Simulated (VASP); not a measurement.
Crystal: Ge.

```
Ge
1.0
     1.48805   -2.59469    0.00000
     1.48805    2.59469    0.00000
     0.00000    0.00000    4.72760
Ge
2
Cartesian
  1.4881 -0.8643 1.1819
  1.4881 0.8643 3.5457
```

Base run:

```yaml
Program: VASP 6.6.1
Functional: PBEsol
Potentials_or_basis: VASP PAW PBE potentials, release 64 (Ge_d)
Cutoff: 500 eV
k_mesh: 9 × 9 × 5
Occupations: fermi-dirac, width 0.15 eV
Spin: no spin polarisation
```

Its results: band gap on the k mesh zero (band 14 reaches 13.73 eV, above the bottom of band 15 at 3.94 eV); pressure 0.1 GPa; largest force 0.005 eV/Å.

Task: After a change of settings the same cell gave: band gap on the k mesh zero (band 14 reaches 13.50 eV, above the bottom of band 15 at 4.53 eV); pressure -4.9 GPa; largest force 0.011 eV/Å. Which change was it?
A. k mesh from 9 × 9 × 5 to 4 × 4 × 2
B. k mesh from 9 × 9 × 5 to 5 × 5 × 3
C. k mesh from 9 × 9 × 5 to 7 × 7 × 4
D. k mesh from 9 × 9 × 5 to 3 × 3 × 2

Result: D.

Caveats: some runs use coarse meshes; the PAW data sets were made with another functional, which shifts forces and pressure a little.
